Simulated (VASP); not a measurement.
A run of VASP 6.6.1 is set up as follows.

Contents of INCAR:

```
SYSTEM = Be3Co
  PREC = Accurate
  ENCUT = 520
  EDIFF = 1E-7
  ISMEAR = 1
  SIGMA = 0.15
  LREAL = .FALSE.
  LASPH = .TRUE.
  NELM = 150
  ALGO = Normal
  ISIF = 2
  LWAVE = .FALSE.
  LCHARG = .TRUE.
  ISPIN = 2
  MAGMOM = 0.01 0.01 0.02 0.97
  LORBIT = 11
  NUPDOWN = 1.0
  LMAXMIX = 4
  GGA = CA
  LELF = .TRUE.
  LVHAR = .TRUE.
  NBANDS = 20
```

Contents of KPOINTS:

```
regular mesh
0
G
  10 10 10
  0 0 0
```

File POSCAR:

```
Be3Co
1.0
   -1.5462136300      1.5462136300      3.4937730100
    1.5462136300     -1.5462136300      3.4937730100
    1.5462136300      1.5462136300     -3.4937730100
Be Co
3 1
Direct
    0.7499999993      0.2499999993      0.5000000000
    0.2499999993      0.7499999993      0.5000000000
    0.5000000000      0.5000000000      0.0000000000
    0.0000000000      0.0000000000      0.0000000000
```

Potentials or basis: VASP PAW LDA potentials, release 64 (Be, Co).

Launch:

```bash
$ cat potpaw_LDA.64/Be/POTCAR potpaw_LDA.64/Co/POTCAR > POTCAR
$ mpirun -np 1 vasp_std > vasp.out
```

(1) What does it give for the pressure?

Answers

(1) -8.0 GPa.

Caveat: the total moment is fixed, so each spin has its own Fermi level.
